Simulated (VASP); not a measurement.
# Cr (Pm-3m) in VASP: single point with PBEsol

Aim: the single point of Cr with PBEsol.

All numbers are computed with VASP 6.6.1; they aren't measurements. Logs are shortened: lines on timing, memory, paths and dates and some standing lists are left out, and cuts for length are marked.

## 1. The cell of the first run

Symmetry: Pm-3m, No. 221, cubic system. Conventional cell: a = 1.770 Å, b = 1.770 Å, c = 1.770 Å, α = 90.00°, β = 90.00°, γ = 90.00°. Within 2.4 Å of Cr (site symmetry m-3m) lie 6 Cr at 1.77 Å.

This isn't the form of Cr at room conditions, which is bcc.

## 2. Single point, PBEsol, collinear spin, ferromagnetic start (5.54 Å³/atom)

File POSCAR:

```
Cr
1.0
    1.7697704887      0.0000000000      0.0000000000
    0.0000000000      1.7697704887      0.0000000000
    0.0000000000      0.0000000000      1.7697704887
Cr
1
Direct
    0.0000000000      0.0000000000      0.0000000000
```

File INCAR.step1:

```
SYSTEM = Cr
PREC = Accurate
ENCUT = 520
EDIFF = 1E-6
ISMEAR = -1
SIGMA = 0.1
LREAL = .FALSE.
LASPH = .TRUE.
NELM = 200
ALGO = Normal
ISIF = 2
LWAVE = .FALSE.
LCHARG = .TRUE.
ISPIN = 2
MAGMOM = 2
LMAXMIX = 4
GGA = PS
NBANDS = 17
GGA_COMPAT = .FALSE.
NEDOS = 2001
LORBIT = 11
```

File KPOINTS.step1:

```
Automatic mesh
0
G
  16 16 16
  0 0 0
```

File INCAR.step2:

```
SYSTEM = Cr
PREC = Accurate
ENCUT = 520
EDIFF = 1E-6
ISMEAR = -5
SIGMA = 0.1
LREAL = .FALSE.
LASPH = .TRUE.
NELM = 200
ALGO = Normal
ISIF = 2
LWAVE = .FALSE.
LCHARG = .FALSE.
ISPIN = 2
MAGMOM = 2
LORBIT = 11
LMAXMIX = 4
GGA = PS
NBANDS = 17
NEDOS = 2001
ICHARG = 11
GGA_COMPAT = .FALSE.
```

File KPOINTS.step2:

```
Automatic mesh
0
G
  24 24 24
  0 0 0
```

Potentials or basis: VASP PAW PBE potentials, release 64 (Cr_sv).

Command:

```console
cat potpaw_PBE.64/Cr_sv/POTCAR > POTCAR
cp INCAR.step1 INCAR
cp KPOINTS.step1 KPOINTS
mpirun -np 1 vasp_std > vasp.out
cp INCAR.step2 INCAR
cp KPOINTS.step2 KPOINTS
mpirun -np 1 vasp_std > vasp.out
```

OUTCAR:

```text
SYSTEM = Cr
   PREC = Accurate
   ENCUT = 520
   EDIFF = 1E-6
   ISMEAR = -5
   LREAL = .FALSE.
   LASPH = .TRUE.
   NELM = 200
   ISIF = 2
   ISPIN = 2
   LORBIT = 11
   GGA = PS
   ICHARG = 11

 ion  position               nearest neighbor table
   1  0.000  0.000  0.000-

  LATTYP: Found a simple cubic cell.
 ALAT       =     1.7697704887

  Lattice vectors:

 A1 = (   1.7697704887,   0.0000000000,   0.0000000000)
 A2 = (   0.0000000000,   1.7697704887,   0.0000000000)
 A3 = (   0.0000000000,   0.0000000000,   1.7697704887)

Analysis of symmetry for initial positions (statically):
=====================================================================
 Subroutine PRICEL returns:
 Original cell was already a primitive cell.

 Routine SETGRP: Setting up the symmetry group for a
 simple cubic supercell.

 Subroutine GETGRP returns: Found 48 space group operations
 (whereof 48 operations were pure point group operations)
 out of a pool of 48 trial point group operations.

The static configuration has the point symmetry O_h .

Analysis of symmetry for dynamics (positions and initial velocities):
=====================================================================
 Subroutine PRICEL returns:
 Original cell was already a primitive cell.

 Routine SETGRP: Setting up the symmetry group for a
 simple cubic supercell.

 Subroutine GETGRP returns: Found 48 space group operations
 (whereof 48 operations were pure point group operations)
 out of a pool of 48 trial point group operations.

The dynamic configuration has the point symmetry O_h .

Analysis of structural, dynamic, and magnetic symmetry:
=====================================================================
 Subroutine PRICEL returns:
 Original cell was already a primitive cell.

 Routine SETGRP: Setting up the symmetry group for a
 simple cubic supercell.

 Subroutine GETGRP returns: Found 48 space group operations
 (whereof 48 operations were pure point group operations)
 out of a pool of 48 trial point group operations.

The overall configuration has the point symmetry O_h .

 Subroutine INISYM returns: Found 48 space group operations
 (whereof 48 operations are pure point group operations),
 and found     1 'primitive' translations

----------------------------------------------------------------------------------------

                                     Primitive cell

  volume of cell :       5.5431

  direct lattice vectors                    reciprocal lattice vectors
     1.769770489  0.000000000  0.000000000     0.565045019  0.000000000  0.000000000
     0.000000000  1.769770489  0.000000000     0.000000000  0.565045019  0.000000000
     0.000000000  0.000000000  1.769770489     0.000000000  0.000000000  0.565045019

  length of vectors
     1.769770489  1.769770489  1.769770489     0.565045019  0.565045019  0.565045019

  position of ions in fractional coordinates (direct lattice)
     0.000000000  0.000000000  0.000000000

  ion indices of the primitive-cell ions
   primitive index   ion index
                 1           1

----------------------------------------------------------------------------------------

 KPOINTS: Automatic mesh

Automatic generation of k-mesh.
 Grid dimensions read from file:
 generate k-points for:   24   24   24

 Generating k-lattice:

  Cartesian coordinates                     Fractional coordinates (reciprocal lattice)
     0.023543542  0.000000000  0.000000000     0.041666667  0.000000000  0.000000000
     0.000000000  0.023543542  0.000000000     0.000000000  0.041666667  0.000000000
     0.000000000  0.000000000  0.023543542     0.000000000  0.000000000  0.041666667

  Length of vectors
     0.023543542  0.023543542  0.023543542

  Shift w.r.t. Gamma in fractional coordinates (k-lattice)
     0.000000000  0.000000000  0.000000000

 TETIRR: Found   6890 inequivalent tetrahedra from    82944

 Subroutine IBZKPT returns following result:
 ===========================================

 Found    455 irreducible k-points:

 Following reciprocal coordinates:
            Coordinates               Weight
  0.000000  0.000000  0.000000      1.000000
  0.041667  0.000000  0.000000      6.000000
  0.083333  0.000000  0.000000      6.000000
  0.125000  0.000000  0.000000      6.000000
  0.166667  0.000000  0.000000      6.000000
  0.208333  0.000000  0.000000      6.000000
[... 16 lines left out ...]
  0.416667  0.041667  0.000000     24.000000
  0.458333  0.041667  0.000000     24.000000
 [... further k-points ...]
   k-points           NKPTS =    455   k-points in BZ     NKDIM =    455   number of bands    NBANDS=     17
   number of dos      NEDOS =   2001   number of ions     NIONS =      1
   total plane-waves  NPLWV =   2744
   dimension x,y,z NGX =    14 NGY =   14 NGZ =   14
   dimension x,y,z NGXF=    28 NGYF=   28 NGZF=   28
   ions per type =               1
   NGX,Y,Z   is equivalent  to a cutoff of  13.15, 13.15, 13.15 a.u.
   NGXF,Y,Z  is equivalent  to a cutoff of  26.30, 26.30, 26.30 a.u.
 SYSTEM =  Cr
   PREC   = accura    normal or accurate (medium, high low for compatibility)
   ISTART =      0    job   : 0-new  1-cont  2-samecut
   ICHARG =     11    charge: 1-file 2-atom 10-const
   ISPIN  =      2    spin polarized calculation?
   LNONCOLLINEAR =      F non collinear calculations
   LSORBIT =      F    spin-orbit coupling
   LASPH  =      T    aspherical Exc in radial PAW
   ENCUT  =  520.0 eV  38.22 Ry    6.18 a.u.   3.29  3.29  3.29*2*pi/ulx,y,z
   NELM   =    200;   NELMIN=  2; NELMDL=  0     # of ELM steps
   EDIFF  = 0.1E-05   stopping-criterion for ELM
   LREAL  =      F    real-space projection
   EDIFFG = 0.1E-04   stopping-criterion for IOM
   NSW    =      0    number of steps for IOM
   IBRION =     -1    ionic relax: 0-MD 1-quasi-New 2-CG
   NFREE  =      0    steps in history (QN), initial steepest desc. (CG)
   ISIF   =      2    stress and relaxation
   ISYM   =      2    0-nonsym 1-usesym 2-fastsym
   POTIM  = 0.5000    time-step for ionic-motion
   TEBEG  =    0.0;   TEEND  =   0.0 temperature during run
   PSTRESS=    0.0 pullay stress
   NELECT =      14.0000    total number of electrons
   NUPDOWN=      -1.0000    fix difference up-down
   EMIN   =  10.00;   EMAX   =-10.00  energy-range for DOS
   EFERMI =   0.00;   METHOD = LEGACY
   ISMEAR =    -5;   SIGMA  =   0.10  broadening in eV -4-tet -1-fermi 0-gaus
   EFERMI_NEDOS =   21; number of points for ismear=-14 and -15
   IALGO  =     38    algorithm
   IMIX   =      4    mixing-type and parameters
     AMIX     =   0.40;   BMIX     =  1.00
     AMIX_MAG =   1.60;   BMIX_MAG =  1.00
  volume/ion in A,a.u.               =       5.54        37.41
  Fermi-wavevector in a.u.,A,eV,Ry     =   2.229464  4.213077 67.627921  4.970512
  Thomas-Fermi vector in A             =   3.183862
   LORBIT       =     11    0 simple, 1 ext, 2 COOP (PROOUT), +10 PAW based schemes
   GGA     = PS    functional components
   LHFCALC =     F    Hartree Fock is set to
   AEXX    =    0.0000 exact exchange contribution
   IVDW    =     0    specifies the selected vdW correction
   LEPSILON=     F    determine dielectric tensor
   LRPA    =     F    only Hartree local field effects (RPA)
 spin polarized calculation
 Fermi weights with tetrahedron method with Bloechl corrections
  energy-cutoff  :      520.00
  volume of cell :        5.54
 maximum number of plane-waves:       160
 NGX is ok and might be reduce to    14

 number of electron      14.0000018 magnetization      -0.0000017

 Free energy of the ion-electron system (eV)
  ---------------------------------------------------
  ext. energy  EPLUGINS =         0.00000000
  ---------------------------------------------------
  free energy    TOTEN  =        -0.45531655 eV

  energy without entropy =       -0.45531655  energy(sigma->0) =       -0.45531655

 E-fermi :  31.2328     XC(G=0): -18.6749

 val. band max:       31.5796986487   @ k =   0.3333   0.0000   0.0000
 cond. band min:      31.1133561681   @ k =   0.5000   0.2500   0.2083
 fundamental gap:     -0.4663424806
 Fermi energy:        31.2328006349

 spin component 1

 k-point     1 :       0.0000    0.0000    0.0000
  band No.  band energies     occupation
      1     -44.3758      1.00000
      2      -9.6932      1.00000
      3      -9.6932      1.00000
      4      -9.6932      1.00000
      5      21.8576      1.00000
      6      21.8576      1.00000
[... 9 lines left out ...]
     16      84.0105      0.00000
     17      86.7781      0.00000

 k-point     2 :       0.0417    0.0000    0.0000
  band No.  band energies     occupation
      1     -44.3428      1.00000
      2      -9.8734      1.00000
      3      -9.6785      1.00000
      4      -9.6785      1.00000
      5      21.8906      1.00000
      6      22.0354      1.00000
[... 9 lines left out ...]
     16      84.3596      0.00000
     17      86.8476      0.00000
[... 421 lines left out ...]
 k-point    24 :       0.4583    0.0417    0.0000
  band No.  band energies     occupation
      1     -42.0886      1.00000
      2     -18.2189      1.00000
      3      -8.9377      1.00000
      4      -8.7685      1.00000
      5      24.1549      1.00000
      6      27.9336      1.00000
[... 9 lines left out ...]
     16      80.9805      0.00000
     17      81.0199      0.00000

 [... further k-points ...]

 spin component 2

 k-point     1 :       0.0000    0.0000    0.0000
  band No.  band energies     occupation
      1     -44.3758      1.00000
      2      -9.6933      1.00000
      3      -9.6933      1.00000
      4      -9.6933      1.00000
      5      21.8576      1.00000
      6      21.8576      1.00000
[... 9 lines left out ...]
     16      84.0105      0.00000
     17      86.7781      0.00000

 k-point     2 :       0.0417    0.0000    0.0000
  band No.  band energies     occupation
      1     -44.3429      1.00000
      2      -9.8734      1.00000
      3      -9.6785      1.00000
      4      -9.6785      1.00000
      5      21.8906      1.00000
      6      22.0354      1.00000
[... 9 lines left out ...]
     16      84.3595      0.00000
     17      86.8855      0.00000
[... 421 lines left out ...]
 k-point    24 :       0.4583    0.0417    0.0000
  band No.  band energies     occupation
      1     -42.0886      1.00000
      2     -18.2189      1.00000
      3      -8.9378      1.00000
      4      -8.7686      1.00000
      5      24.1549      1.00000
      6      27.9335      1.00000
[... 9 lines left out ...]
     16      80.9805      0.00000
     17      81.0199      0.00000

 [... further k-points ...]

------------------------ aborting loop because EDIFF is reached ----------------------------------------

  FORCE on cell =-STRESS in cart. coord.  units (eV):
  Direction    XX          YY          ZZ          XY          YZ          ZX
  --------------------------------------------------------------------------------------
  -------------------------------------------------------------------------------------
  Total       28.2194760     28.2194760     28.2194760     -0.0000000     -0.0000000      0.0000000
  in kB     8156.5909168   8156.5909168   8156.5909168     -0.0000000     -0.0000000      0.0000000
  external PRESSURE =    8156.5909168 kB  Pullay stress =       0.0000000 kB

 VOLUME and BASIS-vectors are now :
 -----------------------------------------------------------------------------
  energy-cutoff  :      520.00
  volume of cell :        5.54
      direct lattice vectors                 reciprocal lattice vectors
     1.769770489  0.000000000  0.000000000     0.565045019  0.000000000  0.000000000
     0.000000000  1.769770489  0.000000000     0.000000000  0.565045019  0.000000000
     0.000000000  0.000000000  1.769770489     0.000000000  0.000000000  0.565045019

 POSITION                                       TOTAL-FORCE (eV/Angst)
 -----------------------------------------------------------------------------------
      0.00000      0.00000      0.00000         0.000000      0.000000      0.000000
 -----------------------------------------------------------------------------------
    total drift:                               -0.000000     -0.000000     -0.000000

  FREE ENERGIE OF THE ION-ELECTRON SYSTEM (eV)
  ---------------------------------------------------
  free  energy   TOTEN  =        -0.4553165469 eV

  energy  without entropy=       -0.4553165469  energy(sigma->0) =       -0.45531655

 total charge

# of ion       s       p       d       tot
------------------------------------------
    1        2.349   6.145   5.069  13.563

 magnetization (x)

# of ion       s       p       d       tot
------------------------------------------
    1       -0.000   0.000  -0.000  -0.000
```

It took 64 s on 1 thread of Intel Xeon Platinum 8259CL at 2.50GHz (Skylake/Cascade Lake), shared host; peak memory 0.2 GiB.

What came out:

| Quantity | Value |
| --- | --- |
| Net moment | 0.00 μB per cell |
| Valence electrons inside the program's atomic spheres | Cr 13.56 |

Caveat: atoms lie so close that the PAW spheres overlap strongly, which falsifies energies and pressures; the moments typed at the start vanished in this run; the PAW data sets were made with another functional, which shifts forces and pressure a little.
